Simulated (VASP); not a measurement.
# SnSe2 (P-3m1) in VASP: notebook

SnSe2 is run at these levels: PBE+D3(BJ); tasks: single point.

Program: VASP 6.6.1. These are calculated values, not measurements. Logs are shortened: lines on timing, memory, paths and dates and some standing lists are left out, and cuts for length are marked.

## Step 1: The cell of the first run

Symmetry: P-3m1, No. 164, trigonal system. Conventional cell: a = 3.840 Å, b = 3.840 Å, c = 7.308 Å, α = 90.00°, β = 90.00°, γ = 120.00°. Sn (site symmetry -3m) has 6 Se at 2.94 Å and 6 Sn at 3.84 Å within 3.9 Å. Within 3.9 Å of Se (site symmetry 3m) lie 3 Sn at 2.94 Å and 6 Se at 3.84 Å.

## Step 2: Single point, PBE+D3(BJ)

Contents of INCAR:

```
SYSTEM = SnSe2
PREC = Accurate
ENCUT = 500
EDIFF = 1E-6
ISMEAR = 0
SIGMA = 0.03
LREAL = .False.
LASPH = .True.
NELM = 120
ALGO = Normal
ISIF = 2
LWAVE = .False.
LCHARG = .False.
GGA = PE
IVDW = 12
NBANDS = 20
GGA_COMPAT = .False.
```

Contents of KPOINTS:

```
regular mesh
0
Gamma
  12 12 6
  0 0 0
```

Contents of POSCAR:

```
SnSe2
1.0
    3.8400433021      0.0000000000      0.0000000000
   -1.9200216511      3.3255750513      0.0000000000
    0.0000000000      0.0000000000      7.3081000000
Sn Se
1 2
Direct
    0.0000000000      0.0000000000      0.0000000000
    0.3333333333      0.6666666667      0.2651331237
    0.6666666667      0.3333333333      0.7348668763
```

Potentials or basis: VASP PAW PBE potentials, release 64 (Sn_d, Se).

Command:

```console
$ cat potpaw_PBE.64/Sn_d/POTCAR potpaw_PBE.64/Se/POTCAR > POTCAR
$ mpirun -np 1 vasp_std > vasp.out
```

OUTCAR:

```text
SYSTEM = SnSe2
   PREC = Accurate
   ENCUT = 500
   EDIFF = 1E-6
   ISMEAR = 0
   LREAL = .False.
   LASPH = .True.
   NELM = 120
   ISIF = 2
   GGA = PE
   IVDW = 12
 IVDW          = 12

 ion  position               nearest neighbor table
   1  0.000  0.000  0.000-   2 2.94   3 2.94   3 2.94   2 2.94   3 2.94   2 2.94
   2  0.333  0.667  0.265-   1 2.94   1 2.94   1 2.94
   3  0.667  0.333  0.735-   1 2.94   1 2.94   1 2.94

  LATTYP: Found a hexagonal cell.
 ALAT       =     3.8400433021
 C/A-ratio  =     1.9031295809

  Lattice vectors:

 A1 = (   3.8400433021,   0.0000000000,   0.0000000000)
 A2 = (  -1.9200216511,   3.3255750513,   0.0000000000)
 A3 = (   0.0000000000,   0.0000000000,   7.3081000000)

Analysis of symmetry for initial positions (statically):
=====================================================================
 Subroutine PRICEL returns:
 Original cell was already a primitive cell.

 Routine SETGRP: Setting up the symmetry group for a
 hexagonal supercell.

 Subroutine GETGRP returns: Found 12 space group operations
 (whereof 12 operations were pure point group operations)
 out of a pool of 24 trial point group operations.

The static configuration has the point symmetry D_3d.

Analysis of symmetry for dynamics (positions and initial velocities):
=====================================================================
 Subroutine PRICEL returns:
 Original cell was already a primitive cell.

 Routine SETGRP: Setting up the symmetry group for a
 hexagonal supercell.

 Subroutine GETGRP returns: Found 12 space group operations
 (whereof 12 operations were pure point group operations)
 out of a pool of 24 trial point group operations.

The dynamic configuration has the point symmetry D_3d.

 Subroutine INISYM returns: Found 12 space group operations
 (whereof 12 operations are pure point group operations),
 and found     1 'primitive' translations

----------------------------------------------------------------------------------------

                                     Primitive cell

  volume of cell :      93.3270

  direct lattice vectors                    reciprocal lattice vectors
     3.840043302  0.000000000  0.000000000     0.260413730  0.150349937  0.000000000
    -1.920021651  3.325575051  0.000000000     0.000000000  0.300699874  0.000000000
     0.000000000  0.000000000  7.308100000     0.000000000  0.000000000  0.136834471

  length of vectors
     3.840043302  3.840043302  7.308100000     0.300699874  0.300699874  0.136834471

  position of ions in fractional coordinates (direct lattice)
     0.000000000  0.000000000  0.000000000
     0.333333333  0.666666667  0.265133124
     0.666666667  0.333333333  0.734866876

  ion indices of the primitive-cell ions
   primitive index   ion index
                 1           1
                 2           2
                 3           3

----------------------------------------------------------------------------------------

 KPOINTS: regular mesh

Automatic generation of k-mesh.
 Grid dimensions read from file:
 generate k-points for:   12   12    6

 Generating k-lattice:

  Cartesian coordinates                     Fractional coordinates (reciprocal lattice)
     0.021701144  0.012529161  0.000000000     0.083333333  0.000000000  0.000000000
     0.000000000  0.025058323  0.000000000     0.000000000  0.083333333  0.000000000
     0.000000000  0.000000000  0.022805745     0.000000000  0.000000000  0.166666667

  Length of vectors
     0.025058323  0.025058323  0.022805745

  Shift w.r.t. Gamma in fractional coordinates (k-lattice)
     0.000000000  0.000000000  0.000000000

 Subroutine IBZKPT returns following result:
 ===========================================

 Found    100 irreducible k-points:

 Following reciprocal coordinates:
            Coordinates               Weight
  0.000000  0.000000  0.000000      1.000000
  0.083333  0.000000  0.000000      6.000000
  0.166667  0.000000  0.000000      6.000000
  0.250000  0.000000  0.000000      6.000000
  0.333333  0.000000  0.000000      6.000000
  0.416667  0.000000  0.000000      6.000000
[... 16 lines left out ...]
  0.166667  0.000000  0.166667      6.000000
  0.000000  0.166667  0.166667      6.000000
 [... further k-points ...]
   k-points           NKPTS =    100   k-points in BZ     NKDIM =    100   number of bands    NBANDS=     20
   number of dos      NEDOS =    301   number of ions     NIONS =      3
   total plane-waves  NPLWV =  42336
   dimension x,y,z NGX =    28 NGY =   28 NGZ =   54
   dimension x,y,z NGXF=    56 NGYF=   56 NGZF=  108
   ions per type =               1   2
   NGX,Y,Z   is equivalent  to a cutoff of  12.12, 12.12, 12.28 a.u.
   NGXF,Y,Z  is equivalent  to a cutoff of  24.24, 24.24, 24.57 a.u.
 SYSTEM =  SnSe2
   PREC   = accura    normal or accurate (medium, high low for compatibility)
   ISTART =      0    job   : 0-new  1-cont  2-samecut
   ICHARG =      2    charge: 1-file 2-atom 10-const
   ISPIN  =      1    spin polarized calculation?
   LNONCOLLINEAR =      F non collinear calculations
   LSORBIT =      F    spin-orbit coupling
   LASPH  =      T    aspherical Exc in radial PAW
   ENCUT  =  500.0 eV  36.75 Ry    6.06 a.u.   7.00  7.00 13.32*2*pi/ulx,y,z
   NELM   =    120;   NELMIN=  2; NELMDL= -5     # of ELM steps
   EDIFF  = 0.1E-05   stopping-criterion for ELM
   LREAL  =      F    real-space projection
   EDIFFG = 0.1E-04   stopping-criterion for IOM
   NSW    =      0    number of steps for IOM
   IBRION =     -1    ionic relax: 0-MD 1-quasi-New 2-CG
   NFREE  =      0    steps in history (QN), initial steepest desc. (CG)
   ISIF   =      2    stress and relaxation
   ISYM   =      2    0-nonsym 1-usesym 2-fastsym
   POTIM  = 0.5000    time-step for ionic-motion
   TEBEG  =    0.0;   TEEND  =   0.0 temperature during run
   PSTRESS=    0.0 pullay stress
   NELECT =      26.0000    total number of electrons
   NUPDOWN=      -1.0000    fix difference up-down
   EMIN   =  10.00;   EMAX   =-10.00  energy-range for DOS
   EFERMI =   0.00;   METHOD = LEGACY
   ISMEAR =     0;   SIGMA  =   0.03  broadening in eV -4-tet -1-fermi 0-gaus
   EFERMI_NEDOS =   21; number of points for ismear=-14 and -15
   IALGO  =     38    algorithm
   IMIX   =      4    mixing-type and parameters
     AMIX     =   0.40;   BMIX     =  1.00
     AMIX_MAG =   1.60;   BMIX_MAG =  1.00
  volume/ion in A,a.u.               =      31.11       209.93
  Fermi-wavevector in a.u.,A,eV,Ry     =   1.069211  2.020516 15.554351  1.143213
  Thomas-Fermi vector in A             =   2.204883
   LORBIT       =      0    0 simple, 1 ext, 2 COOP (PROOUT), +10 PAW based schemes
   GGA     = PE    functional components
   LHFCALC =     F    Hartree Fock is set to
   AEXX    =    0.0000 exact exchange contribution
   IVDW    =    12    specifies the selected vdW correction
   LEPSILON=     F    determine dielectric tensor
   LRPA    =     F    only Hartree local field effects (RPA)
 non-spin polarized calculation
 Gauss-broadening in eV      SIGMA  =   0.03
  energy-cutoff  :      500.00
  volume of cell :       93.33
 maximum number of plane-waves:      2392
   NGX = 13   NGY = 13   NGZ = 27

 number of electron      26.0000013 magnetization

 Free energy of the ion-electron system (eV)
  ---------------------------------------------------
  ext. energy  EPLUGINS =         0.00000000
  ---------------------------------------------------
  free energy    TOTEN  =       -11.08312121 eV

  energy without entropy =      -11.08251705  energy(sigma->0) =      -11.08281913

 E-fermi :   2.7264     XC(G=0):  -8.7111

 val. band max:        2.7198560632   @ k =   0.0000   0.4167   0.1667
 cond. band min:       2.7380962168   @ k =   0.0000   0.0833   0.3333
 fundamental gap:      0.0182401537
 Fermi energy:         2.7263530163

 k-point     1 :       0.0000    0.0000    0.0000
  band No.  band energies     occupation
      1     -18.7534      2.00000
      2     -18.7534      2.00000
      3     -18.6910      2.00000
      4     -18.6824      2.00000
      5     -18.6824      2.00000
      6     -10.2708      2.00000
[... 12 lines left out ...]
     19      10.6980      0.00000
     20      11.7771      0.00000

 k-point     2 :       0.0833    0.0000    0.0000
  band No.  band energies     occupation
      1     -18.7539      2.00000
      2     -18.7508      2.00000
      3     -18.6895      2.00000
      4     -18.6844      2.00000
      5     -18.6828      2.00000
      6     -10.2165      2.00000
[... 12 lines left out ...]
     19      10.9433      0.00000
     20      10.9881      0.00000

 k-point     3 :       0.1667    0.0000    0.0000
  band No.  band energies     occupation
      1     -18.7555      2.00000
      2     -18.7434      2.00000
      3     -18.6896      2.00000
      4     -18.6853      2.00000
      5     -18.6838      2.00000
      6     -10.0596      2.00000
[... 12 lines left out ...]
     19      10.7814      0.00000
     20      11.1069      0.00000

 k-point     4 :       0.2500    0.0000    0.0000
  band No.  band energies     occupation
      1     -18.7581      2.00000
      2     -18.7334      2.00000
      3     -18.6965      2.00000
      4     -18.6852      2.00000
      5     -18.6792      2.00000
      6      -9.8211      2.00000
[... 12 lines left out ...]
     19      10.9041      0.00000
     20      11.4883      0.00000

 k-point     5 :       0.3333    0.0000    0.0000
  band No.  band energies     occupation
      1     -18.7612      2.00000
      2     -18.7234      2.00000
      3     -18.7033      2.00000
      4     -18.6866      2.00000
      5     -18.6728      2.00000
      6      -9.5410      2.00000
[... 12 lines left out ...]
     19      10.7620      0.00000
     20      12.1232      0.00000
[... 353 lines left out ...]
      6     -10.1912      2.00000
[... 12 lines left out ...]
     19      10.7327      0.00000
     20      11.2320      0.00000

 k-point    22 :       0.0000    0.0833    0.1667
  band No.  band energies     occupation
      1     -18.7539      2.00000
      2     -18.7508      2.00000
      3     -18.6895      2.00000
      4     -18.6844      2.00000
      5     -18.6828      2.00000
      6     -10.1912      2.00000
[... 12 lines left out ...]
     19      10.6637      0.00000
     20      11.1707      0.00000

 k-point    23 :       0.1667    0.0000    0.1667
  band No.  band energies     occupation
      1     -18.7555      2.00000
      2     -18.7434      2.00000
      3     -18.6896      2.00000
      4     -18.6853      2.00000
      5     -18.6838      2.00000
      6     -10.0352      2.00000
[... 12 lines left out ...]
     19      10.9334      0.00000
     20      11.1777      0.00000

 k-point    24 :       0.0000    0.1667    0.1667
  band No.  band energies     occupation
      1     -18.7555      2.00000
      2     -18.7434      2.00000
      3     -18.6896      2.00000
      4     -18.6853      2.00000
      5     -18.6838      2.00000
      6     -10.0354      2.00000
[... 12 lines left out ...]
     19      10.5385      0.00000
     20      10.7391      0.00000

 [... further k-points ...]

------------------------ aborting loop because EDIFF is reached ----------------------------------------

 Edisp (eV)   -0.89083

 E8    (eV) :    -0.3903

  FORCE on cell =-STRESS in cart. coord.  units (eV):
  Direction    XX          YY          ZZ          XY          YZ          ZX
  --------------------------------------------------------------------------------------
  -------------------------------------------------------------------------------------
  Total      -2.29374    -2.29374    -8.67103     0.00000     0.00000     0.00000
  in kB     -39.37737   -39.37737  -148.85862     0.00000     0.00000     0.00000
  external pressure =      -75.87 kB  Pullay stress =        0.00 kB

 VOLUME and BASIS-vectors are now :
 -----------------------------------------------------------------------------
  energy-cutoff  :      500.00
  volume of cell :       93.33
      direct lattice vectors                 reciprocal lattice vectors
     3.840043302  0.000000000  0.000000000     0.260413730  0.150349937  0.000000000
    -1.920021651  3.325575051  0.000000000     0.000000000  0.300699874  0.000000000
     0.000000000  0.000000000  7.308100000     0.000000000  0.000000000  0.136834471

 POSITION                                       TOTAL-FORCE (eV/Angst)
 -----------------------------------------------------------------------------------
      0.00000      0.00000      0.00000         0.000000      0.000000      0.000000
     -0.00000      2.21705      1.93762        -0.000000      0.000000     -1.918338
      1.92002      1.10853      5.37048         0.000000     -0.000000      1.918338
 -----------------------------------------------------------------------------------
    total drift:                               -0.000000      0.000000      0.000000

  FREE ENERGIE OF THE ION-ELECTRON SYSTEM (eV)
  ---------------------------------------------------
  free  energy   TOTEN  =       -11.9739525551 eV

  energy  without entropy=      -11.9733483886  energy(sigma->0) =      -11.97365047
```

It took 72 s on 1 thread of Intel Xeon 6975P-C (Granite Rapids), shared host; peak memory 0.3 GiB.

What came out:

- Free energy: -11.9740 eV
- Pressure: -7.6 GPa
- Largest force: 1.918 eV/Å
- Band gap on the k mesh: zero (band 13 reaches 2.84 eV, above the bottom of band 14 at 2.23 eV)
- Dispersion energy per atom: -0.297 eV

Forces in eV/Å, atoms in the order of the input:
```
Sn   0.000  0.000  0.000
Se   0.000  0.000 -1.918
Se   0.000  0.000  1.918
```

Stress tensor (GPa, compression positive):
```
 -3.94   0.00   0.00
  0.00  -3.94   0.00
  0.00   0.00 -14.89
```

Caveat: spin-orbit coupling is left out, which moves the levels of the heavy elements; forces of over 1 eV/Å act on the atoms, so gaps and moduli don't describe the material at rest.

## Step 3: Single point, PBE+D3(BJ)

This run uses another cell than the first one, of 20.06 Å³/atom, 0.645 times its volume.

Contents of INCAR:

```
PREC = Accurate ; ENCUT = 500
EDIFF = 1E-6 ; ISMEAR = 0
SIGMA = 0.03 ; LREAL = False
LASPH = True ; NELM = 120
ALGO = Normal ; ISIF = 2
LWAVE = False ; LCHARG = False
GGA = PE ; IVDW = 12
NBANDS = 20 ; GGA_COMPAT = False
```

Contents of KPOINTS:

```
Automatic mesh
0
Gamma
  12 12 6
```

POSCAR, as its differences from that of step 2:

```diff
@@ -4,3 +4,3 @@
    -1.9200216511      3.3255750513      0.0000000000
-    0.0000000000      0.0000000000      7.3081000000
+    0.0000000000      0.0000000000      4.7118000000
 Sn Se
```

Potentials or basis: VASP PAW PBE potentials, release 64 (Sn_d, Se).

Command:

```console
$ cat potpaw_PBE.64/Sn_d/POTCAR potpaw_PBE.64/Se/POTCAR > POTCAR
$ mpirun -np 1 vasp_std > vasp.out
```

OUTCAR:

```text
PREC = Accurate
   ENCUT = 500
   EDIFF = 1E-6
   ISMEAR = 0
   LREAL = False
   LASPH = True
   NELM = 120
   ISIF = 2
   GGA = PE
   IVDW = 12
 IVDW          = 12

 ion  position               nearest neighbor table
   1  0.000  0.000  0.000-   2 2.54   3 2.54   3 2.54   2 2.54   3 2.54   2 2.54
   2  0.333  0.667  0.265-   1 2.54   1 2.54   1 2.54
   3  0.667  0.333  0.735-   1 2.54   1 2.54   1 2.54

  LATTYP: Found a hexagonal cell.
 ALAT       =     3.8400433021
 C/A-ratio  =     1.2270174134

  Lattice vectors:

[... 742 lines left out ...]

 Edisp (eV)   -1.40515

 E8    (eV) :    -0.6150

  FORCE on cell =-STRESS in cart. coord.  units (eV):
  Direction    XX          YY          ZZ          XY          YZ          ZX
  --------------------------------------------------------------------------------------
  -------------------------------------------------------------------------------------
  Total       9.75244     9.75244    10.78618    -0.00000     0.00000     0.00000
  in kB     259.67732   259.67732   287.20260    -0.00000     0.00000     0.00000
  external pressure =      268.85 kB  Pullay stress =        0.00 kB

 VOLUME and BASIS-vectors are now :
 -----------------------------------------------------------------------------
  energy-cutoff  :      500.00
  volume of cell :       60.17
      direct lattice vectors                 reciprocal lattice vectors
     3.840043302  0.000000000  0.000000000     0.260413730  0.150349937  0.000000000
    -1.920021651  3.325575051  0.000000000     0.000000000  0.300699874  0.000000000
     0.000000000  0.000000000  4.711800000     0.000000000  0.000000000  0.212233117

 POSITION                                       TOTAL-FORCE (eV/Angst)
 -----------------------------------------------------------------------------------
      0.00000      0.00000      0.00000        -0.000000      0.000000      0.000000
     -0.00000      2.21705      1.24925        -0.000000     -0.000000      3.035926
      1.92002      1.10853      3.46255         0.000000      0.000000     -3.035926
 -----------------------------------------------------------------------------------
    total drift:                               -0.000000      0.000000      0.000000

  FREE ENERGIE OF THE ION-ELECTRON SYSTEM (eV)
  ---------------------------------------------------
  free  energy   TOTEN  =       -11.4776033562 eV

  energy  without entropy=      -11.4775512156  energy(sigma->0) =      -11.47757729
```

OSZICAR:

```text
N       E                     dE             d eps       ncg     rms          rms(c)
DAV:   1     0.211453834134E+03    0.21145E+03   -0.12164E+04  4148   0.159E+03
DAV:   2     0.127672701881E+02   -0.19869E+03   -0.19078E+03  4284   0.410E+02
DAV:   3    -0.963887790389E+01   -0.22406E+02   -0.21848E+02  4868   0.113E+02
DAV:   4    -0.103849115826E+02   -0.74603E+00   -0.74323E+00  4684   0.211E+01
DAV:   5    -0.104015044636E+02   -0.16593E-01   -0.16590E-01  5272   0.339E+00    0.709E+00
DAV:   6    -0.101095043535E+02    0.29200E+00   -0.47487E-01  5968   0.785E+00    0.454E+00
DAV:   7    -0.100738179580E+02    0.35686E-01   -0.21119E-01  5216   0.316E+00    0.123E+00
DAV:   8    -0.100720862155E+02    0.17317E-02   -0.20855E-02  5228   0.171E+00    0.328E-01
DAV:   9    -0.100724401533E+02   -0.35394E-03   -0.16898E-03  4572   0.372E-01    0.106E-01
DAV:  10    -0.100724309172E+02    0.92361E-05   -0.13357E-04  6060   0.115E-01    0.319E-02
DAV:  11    -0.100724551291E+02   -0.24212E-04   -0.29366E-05  4340   0.416E-02    0.757E-03
DAV:  12    -0.100724584148E+02   -0.32857E-05   -0.30271E-06  4828   0.131E-02    0.571E-03
DAV:  13    -0.100724581343E+02    0.28052E-06   -0.96078E-07  3516   0.822E-03
   1 F= -.11477603E+02 E0= -.11477577E+02  d E =-.521406E-04
```

It took 46 s on 1 thread of Intel Xeon 6975P-C (Granite Rapids), shared host; peak memory 0.25 GiB.

What came out:

```
Free energy                : -11.4776 eV
Pressure                   : 26.9 GPa
Largest force              : 3.036 eV/Å
Band gap on the k mesh     : zero (band 13 reaches 8.58 eV, above the bottom of band 14 at 8.29 eV)
Dispersion energy per atom : -0.468 eV
```

Forces on the atoms (eV/Å):
```
Sn   0.000  0.000  0.000
Se   0.000  0.000  3.036
Se   0.000  0.000 -3.036
```

Stress tensor (GPa, compression positive):
```
25.97  0.00  0.00
 0.00 25.97  0.00
 0.00  0.00 28.72
```

Caveat: spin-orbit coupling is left out, which moves the levels of the heavy elements; pairwise dispersion overbinds metals, which lowers pressure and volume; forces of over 1 eV/Å act on the atoms, so gaps and moduli don't describe the material at rest.

(Part 1 of 2 ends here.)
